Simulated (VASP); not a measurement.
# C (I4_1/amd) in VASP: further runs

The runs below take C through single point, with r2SCAN.

All numbers are computed with VASP 6.6.1; they aren't measurements. Logs are shortened: lines on timing, memory, paths and dates and some standing lists are left out, and cuts for length are marked.

**1. The cell of the first run**

Symmetry: I4_1/amd, No. 141, tetragonal system. Conventional cell: a = 2.522 Å, b = 2.522 Å, c = 3.531 Å, α = 90.00°, β = 90.00°, γ = 90.00°. Within 2.1 Å of C (site symmetry -4m2) lie 4 C at 1.54 Å.

**2. Single point, r2SCAN**

File POSCAR:

```
C
1.0
    0.0000000000      1.7833700000      1.7655363000
    1.7833700000      0.0000000000      1.7655363000
    1.7833700000      1.7833700000      0.0000000000
C
2
Direct
    0.0000000000      0.0000000000      0.0000000000
    0.2500000000      0.2500000000      0.2500000000
```

File INCAR.step1:

```
SYSTEM = C
PREC = Accurate ; ENCUT = 660
ISMEAR = -1 ; SIGMA = 0.02
LREAL = .FALSE. ; LASPH = .TRUE.
NELM = 120 ; NBANDS = 11
GGA = PE ; ALGO = Normal
EDIFF = 1E-5 ; LWAVE = .TRUE.
LCHARG = .FALSE. ; GGA_COMPAT = .FALSE.
```

File INCAR.step2:

```
SYSTEM = C
PREC = Accurate ; ENCUT = 660
EDIFF = 1E-6 ; ISMEAR = -1
SIGMA = 0.02 ; LREAL = .FALSE.
LASPH = .TRUE. ; NELM = 120
ALGO = Normal ; ISIF = 2
LWAVE = .FALSE. ; LCHARG = .FALSE.
METAGGA = R2SCAN ; LMIXTAU = .TRUE.
NBANDS = 11 ; ISTART = 1
GGA_COMPAT = .FALSE.
```

File KPOINTS:

```
regular mesh
0
G
  9 9 9
  0 0 0
```

Potentials or basis: VASP PAW PBE potentials, release 64 (C).

On the command line:

```console
cat potpaw_PBE.64/C/POTCAR > POTCAR
cp INCAR.step1 INCAR
mpirun -np 1 vasp_std > vasp.out
cp INCAR.step2 INCAR
mpirun -np 1 vasp_std > vasp.out
```

OUTCAR:

```text
SYSTEM = C
   PREC = Accurate
   ENCUT = 660
   EDIFF = 1E-6
   ISMEAR = -1
   LREAL = .FALSE.
   LASPH = .TRUE.
   NELM = 120
   ISIF = 2
   METAGGA = R2SCAN
   ISTART = 1

 ion  position               nearest neighbor table
   1  0.000  0.000  0.000-   2 1.54   2 1.54   2 1.54   2 1.54
   2  0.250  0.250  0.250-   1 1.54   1 1.54   1 1.54   1 1.54

  LATTYP: Found a body centered tetragonal cell.
 ALAT       =     2.5220660407
 C/A-ratio  =     1.4000714267

  Lattice vectors:

 A1 = (   0.0000000000,  -1.7833700000,  -1.7655363000)
 A2 = (   0.0000000000,   1.7833700000,  -1.7655363000)
 A3 = (   1.7833700000,   0.0000000000,   1.7655363000)

Analysis of symmetry for initial positions (statically):
=====================================================================
 Subroutine PRICEL returns:
 Original cell was already a primitive cell.

 Routine SETGRP: Setting up the symmetry group for a
 body centered tetragonal supercell.

 Subroutine GETGRP returns: Found 16 space group operations
 (whereof  8 operations were pure point group operations)
 out of a pool of 16 trial point group operations.

The static configuration has the point symmetry D_2d.
 The point group associated with its full space group is D_4h.

Analysis of symmetry for dynamics (positions and initial velocities):
=====================================================================
 Subroutine PRICEL returns:
 Original cell was already a primitive cell.

 Routine SETGRP: Setting up the symmetry group for a
 body centered tetragonal supercell.

 Subroutine GETGRP returns: Found 16 space group operations
 (whereof  8 operations were pure point group operations)
 out of a pool of 16 trial point group operations.

The dynamic configuration has the point symmetry D_2d.
 The point group associated with its full space group is D_4h.

 Subroutine INISYM returns: Found 16 space group operations
 (whereof  8 operations are pure point group operations),
 and found     1 'primitive' translations

----------------------------------------------------------------------------------------

                                     Primitive cell

  volume of cell :      11.2303

  direct lattice vectors                    reciprocal lattice vectors
     0.000000000  1.783370000  1.765536300    -0.280368067  0.280368067  0.283200068
     1.783370000  0.000000000  1.765536300     0.280368067 -0.280368067  0.283200068
     1.783370000  1.783370000  0.000000000     0.280368067  0.280368067 -0.283200068
[... 86 lines left out ...]
   EDIFFG = 0.1E-04   stopping-criterion for IOM
   NSW    =      0    number of steps for IOM
   IBRION =     -1    ionic relax: 0-MD 1-quasi-New 2-CG
   NFREE  =      0    steps in history (QN), initial steepest desc. (CG)
   ISIF   =      2    stress and relaxation
   ISYM   =      2    0-nonsym 1-usesym 2-fastsym
   POTIM  = 0.5000    time-step for ionic-motion
   TEBEG  =    0.0;   TEEND  =   0.0 temperature during run
   PSTRESS=    0.0 pullay stress
   NELECT =       8.0000    total number of electrons
   NUPDOWN=      -1.0000    fix difference up-down
   EMIN   =  10.00;   EMAX   =-10.00  energy-range for DOS
   EFERMI =   0.00;   METHOD = LEGACY
   ISMEAR =    -1;   SIGMA  =   0.02  broadening in eV -4-tet -1-fermi 0-gaus
   EFERMI_NEDOS =   21; number of points for ismear=-14 and -15
   IALGO  =     38    algorithm
   IMIX   =      4    mixing-type and parameters
     AMIX     =   0.40;   BMIX     =  1.00
     AMIX_MAG =   1.60;   BMIX_MAG =  1.00
  volume/ion in A,a.u.               =       5.62        37.89
  Fermi-wavevector in a.u.,A,eV,Ry     =   1.462093  2.762955 29.085388  2.137716
  Thomas-Fermi vector in A             =   2.578347
   LORBIT       =      0    0 simple, 1 ext, 2 COOP (PROOUT), +10 PAW based schemes
   METAGGA = R2SCAN    functional components
   LHFCALC =     F    Hartree Fock is set to
   AEXX    =    0.0000 exact exchange contribution
   IVDW    =     0    specifies the selected vdW correction
   LEPSILON=     F    determine dielectric tensor
   LRPA    =     F    only Hartree local field effects (RPA)
 non-spin polarized calculation
  energy-cutoff  :      660.00
  volume of cell :       11.23
 maximum number of plane-waves:       448
 NGX is ok and might be reduce to    24
   NGX = 11   NGY = 11   NGZ = 11

 number of electron       8.0000000 magnetization

 Free energy of the ion-electron system (eV)
  ---------------------------------------------------
  ext. energy  EPLUGINS =         0.00000000
  ---------------------------------------------------
  free energy    TOTEN  =       -19.66593931 eV

  energy without entropy =      -19.66593931  energy(sigma->0) =      -19.66593931

 E-fermi :  10.4224     XC(G=0): -14.3121

 val. band max:        9.9619158243   @ k =   0.0000   0.0000   0.0000
 cond. band min:      14.0600048576   @ k =   0.3333   0.3333   0.0000
 fundamental gap:      4.0980890333
 Fermi energy:        10.4224225518

 k-point     1 :       0.0000    0.0000    0.0000
  band No.  band energies     occupation
      1     -12.9765      2.00000
      2       9.8039      2.00000
      3       9.8039      2.00000
      4       9.9619      2.00000
      5      15.6311      0.00000
      6      15.7664      0.00000
      7      15.7664      0.00000
      8      23.9135      0.00000
      9      30.3951      0.00000
     10      37.0866      0.00000
     11      37.6137      0.00000
[... 309 lines left out ...]
 k-point    24 :       0.4444    0.4444    0.0000
  band No.  band energies     occupation
      1      -5.5251      2.00000
      2      -1.7516      2.00000
      3       3.1500      2.00000
      4       3.1500      2.00000
      5      14.2598      0.00000
      6      15.4555      0.00000
      7      27.5125      0.00000
      8      27.5125      0.00000
      9      34.2145      0.00000
     10      35.0850      0.00000
     11      44.2407      0.00000

 [... further k-points ...]
[... 5 lines left out ...]
  --------------------------------------------------------------------------------------
  -------------------------------------------------------------------------------------
  Total       -0.0738903     -0.0738903      0.6202196      0.0000000     -0.0000000      0.0000000
  in kB      -10.5416504    -10.5416504     88.4843573      0.0000000     -0.0000000      0.0000000
  external PRESSURE =      22.4670188 kB  Pullay stress =       0.0000000 kB

 VOLUME and BASIS-vectors are now :
 -----------------------------------------------------------------------------
  energy-cutoff  :      660.00
  volume of cell :       11.23
      direct lattice vectors                 reciprocal lattice vectors
     0.000000000  1.783370000  1.765536300    -0.280368067  0.280368067  0.283200068
     1.783370000  0.000000000  1.765536300     0.280368067 -0.280368067  0.283200068
     1.783370000  1.783370000  0.000000000     0.280368067  0.280368067 -0.283200068

 POSITION                                       TOTAL-FORCE (eV/Angst)
 -----------------------------------------------------------------------------------
      0.00000      0.00000      0.00000         0.000000      0.000000      0.000000
      0.89168      0.89168      0.88277        -0.000000     -0.000000     -0.000000
 -----------------------------------------------------------------------------------
    total drift:                               -0.000000      0.000000      0.000000

  FREE ENERGIE OF THE ION-ELECTRON SYSTEM (eV)
  ---------------------------------------------------
  free  energy   TOTEN  =       -19.6659393101 eV

  energy  without entropy=      -19.6659393101  energy(sigma->0) =      -19.66593931
```

It used 70 s of CPU time on 1 thread of AMD EPYC 7R13 Processor (Zen 3), with other jobs on the host.

What came out:

```yaml
Free_energy: -19.6659 eV
Pressure: 2.2 GPa
Band_gap_on_the_k_mesh: 4.10 eV, indirect (least direct gap 5.67 eV)
```

Caveat: the PAW data sets were made with another functional, which shifts forces and pressure a little.

**3. Single point, r2SCAN**

This run uses another cell than the first one, of 5.73 Å³/atom, 1.020 times its volume.

File POSCAR:

```
C
1.0
    0.0000000000      1.7833700000      1.8012037000
    1.7833700000      0.0000000000      1.8012037000
    1.7833700000      1.7833700000      0.0000000000
C
2
Direct
    0.0000000000      0.0000000000      0.0000000000
    0.2500000000      0.2500000000      0.2500000000
```

File INCAR.step1:

```
PREC = Accurate
ENCUT = 660
ISMEAR = -1
SIGMA = 0.02
LREAL = F
LASPH = T
NELM = 120
NBANDS = 11
GGA = PE
ALGO = Normal
EDIFF = 1E-5
LWAVE = T
LCHARG = F
GGA_COMPAT = F
```

File INCAR.step2:

```
PREC = Accurate
ENCUT = 660
EDIFF = 1E-6
ISMEAR = -1
SIGMA = 0.02
LREAL = F
LASPH = T
NELM = 120
ALGO = Normal
ISIF = 2
LWAVE = F
LCHARG = F
METAGGA = R2SCAN
LMIXTAU = T
NBANDS = 11
ISTART = 1
GGA_COMPAT = F
```

File KPOINTS:

```
Automatic mesh
0
Gamma
  9 9 9
```

Potentials or basis: VASP PAW PBE potentials, release 64 (C).

On the command line:

```console
cat potpaw_PBE.64/C/POTCAR > POTCAR
cp INCAR.step1 INCAR
mpirun -np 1 vasp_std > vasp.out
cp INCAR.step2 INCAR
mpirun -np 1 vasp_std > vasp.out
```

It used 63 s of CPU time on 1 thread of AMD EPYC 7R13 Processor (Zen 3) (shared host).

It converged, with:

```
Free energy            : -19.6638 eV
Pressure               : -6.6 GPa
Band gap on the k mesh : 4.19 eV, indirect (least direct gap 5.71 eV)
```

Stress tensor (GPa, compression positive):
```
 -3.36   0.00   0.00
  0.00  -3.36   0.00
  0.00   0.00 -13.15
```

Levels at points of the mesh, in eV from the valence-band top:
```
           k point  band 1  band 2  band 3  band 4  band 5  band 6  band 7  band 8
(0.00, 0.00, 0.00)  -22.61   -0.16    0.00    0.00    5.71    5.71    5.84   13.52
```

Caveat: the PAW data sets were made with another functional, which shifts forces and pressure a little. A k mesh can miss the band edges.

**4. Single point, r2SCAN**

This run uses another cell than the first one, of 5.79 Å³/atom, 1.030 times its volume.

File POSCAR:

```
C
1.0
    0.0000000000      1.7833700000      1.8190374000
    1.7833700000      0.0000000000      1.8190374000
    1.7833700000      1.7833700000      0.0000000000
C
2
Direct
    0.0000000000      0.0000000000      0.0000000000
    0.2500000000      0.2500000000      0.2500000000
```

File INCAR.step1:

```
SYSTEM = C
PREC = Accurate
ENCUT = 660
ISMEAR = -1
SIGMA = 0.02
LREAL = .False.
LASPH = .True.
NELM = 120
NBANDS = 11
GGA = PE
ALGO = Normal
EDIFF = 1E-5
LWAVE = .True.
LCHARG = .False.
GGA_COMPAT = .False.
```

File INCAR.step2:

```
SYSTEM = C
PREC = Accurate
ENCUT = 660
EDIFF = 1E-6
ISMEAR = -1
SIGMA = 0.02
LREAL = .False.
LASPH = .True.
NELM = 120
ALGO = Normal
ISIF = 2
LWAVE = .False.
LCHARG = .False.
METAGGA = R2SCAN
LMIXTAU = .True.
NBANDS = 11
ISTART = 1
GGA_COMPAT = .False.
```

File KPOINTS:

```
Automatic mesh
0
Gamma
  9 9 9
  0 0 0
```

On the command line:

```console
cat potpaw_PBE.64/C/POTCAR > POTCAR
cp INCAR.step1 INCAR
mpirun -np 1 vasp_std > vasp.out
cp INCAR.step2 INCAR
mpirun -np 1 vasp_std > vasp.out
```

It used 71 s of CPU time on 1 thread of AMD EPYC 7R13 Processor (Zen 3), on a shared host.

The run converged. Its results:

| Quantity | Value |
| --- | --- |
| Free energy | -19.6512 eV |
| Pressure | -10.7 GPa |
| Band gap on the k mesh | 4.04 eV, indirect (least direct gap 5.59 eV) |

Stress tensor (GPa, compression positive):
```
 -4.26   0.00   0.00
  0.00  -4.26   0.00
  0.00   0.00 -23.72
```

Levels at points of the mesh, in eV from the valence-band top:
| k point | band 1 | band 2 | band 3 | band 4 | band 5 | band 6 | band 7 | band 8 |
| --- | --- | --- | --- | --- | --- | --- | --- | --- |
| (0.00, 0.00, 0.00) | -22.53 | -0.31 | 0.00 | 0.00 | 5.59 | 5.59 | 5.86 | 13.23 |

Caveat: the PAW data sets were made with another functional, which shifts forces and pressure a little. r2SCAN opens gaps a little over a GGA but as a rule still falls short of measured ones.

**5. The runs side by side**

| cell | gap on the mesh (eV) | pressure (GPa) |
| --- | --- | --- |
| a = 2.509, b = 2.509, c = 2.522 Å, angles 59.8, 59.8, 60.3°, 2 atoms | 4.10 | 2.2 |
| a = 2.535, b = 2.535, c = 2.522 Å, angles 60.2, 60.2, 59.7°, 2 atoms | 4.19 | -6.6 |
| a = 2.547, b = 2.547, c = 2.522 Å, angles 60.3, 60.3, 59.3°, 2 atoms | 4.04 | -10.7 |

Alike in all rows: task single point; level r2SCAN; potentials or basis VASP PAW PBE potentials, release 64 (C); no spin polarisation; k mesh 9 × 9 × 9; cutoff (eV) 660; smearing fermi-dirac 0.02 eV.

Caveats: the PAW data sets were made with another functional, which shifts forces and pressure a little.

Absolute energies hang on the potentials; compare differences alone.
